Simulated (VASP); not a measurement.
SiC, 6 atoms in the cell. The structure is trigonal, space group P3_121 (No. 152). The conventional cell has a = 3.934 Å, b = 3.934 Å, c = 5.631 Å, α = 90.00°, β = 90.00°, γ = 120.00°. Within 1.7 Å of Si (site symmetry 2) lie 2 C at 1.24 Å. C (site symmetry 2) has 2 Si at 1.24 Å within 1.7 Å. The cell was generated, and may not be a known phase.

* Program: VASP 6.6.1
* Task: relaxation of cell and atoms
* Functional: PBE
* Potentials or basis: VASP PAW PBE potentials, release 64 (Si, C)
* Cutoff: 600 eV
* k mesh: 6 × 6 × 4
* Occupations: gaussian, width 0.1 eV
* Spin: no spin polarisation
* Dipole correction: no
* Further INCAR settings: ALGO = Normal; EDIFF = 1e-06; IBRION = 2; EDIFFG = -0.04; NSW = 90; ISIF = 3

Potentials or basis: VASP PAW PBE potentials, release 64 (Si, C).

Launch:

```sh
$ cat potpaw_PBE.64/Si/POTCAR potpaw_PBE.64/C/POTCAR > POTCAR
$ mpirun -np 1 vasp_std > vasp.out
```

Hardware: 1 thread of Intel Xeon 8259CL (shared host).

Question: How long does it take, and how much memory?

Answer: It took 18 min on 1 thread of Intel Xeon 8259CL, on a shared host, peak memory 0.24 GiB. Counts: scf iterations 271, k points 24, ion steps 30.
